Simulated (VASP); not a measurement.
Crystal: La3N.

```xyz
4
Lattice="0.0000 3.9140 3.9140 3.9140 0.0000 3.9140 3.9140 3.9140 0.0000" Properties=species:S:1:pos:R:3 pbc="T T T"
La    1.9570    1.9570    1.9570
La    5.8710    5.8710    5.8710
La    3.9140    3.9140    3.9140
N     0.0000    0.0000    0.0000
```

The cell was generated, and may not be a known phase.

| Property | Result |
| --- | --- |
| Program | VASP 6.6.1 |
| Task | relaxation of cell and atoms |
| Functional | PBE |
| Potentials or basis | VASP PAW PBE potentials, release 64 (La, N) |
| Cutoff | 600 eV |
| k mesh | 4 × 4 × 4 |
| Occupations | gaussian, width 0.1 eV |
| Spin | no spin polarisation |

At the start: pressure -6.4 GPa; volume 29.98 Å³/atom.

Question: How do energy, volume and symmetry change on relaxing?

Answer: Over 3 steps the energy falls by 184.0 meV/atom and the volume is 23.24 Å³/atom (-22.5 %); space group Fm-3m (No. 225, to 0.1 Å) before and after.

The path:
```csv
step,energy change (eV),largest force (eV/Å),pressure (GPa),volume (Å³)
1,0.0000,0.0000,-6.38,119.92
2,-0.6501,0.0000,-3.43,100.37
3,-0.7358,0.0000,0.04,92.95
```

Final structure:
```
La N
1.0
     0.00000    3.59530    3.59530
     3.59530    0.00000    3.59530
     3.59530    3.59530    0.00000
La N
3 1
Cartesian
  1.7977 1.7977 1.7977
  5.3930 5.3930 5.3930
  3.5953 3.5953 3.5953
  0.0000 0.0000 0.0000
```

Caveat: the volume moved by over 15 % at a fixed basis, so the end points are rough.
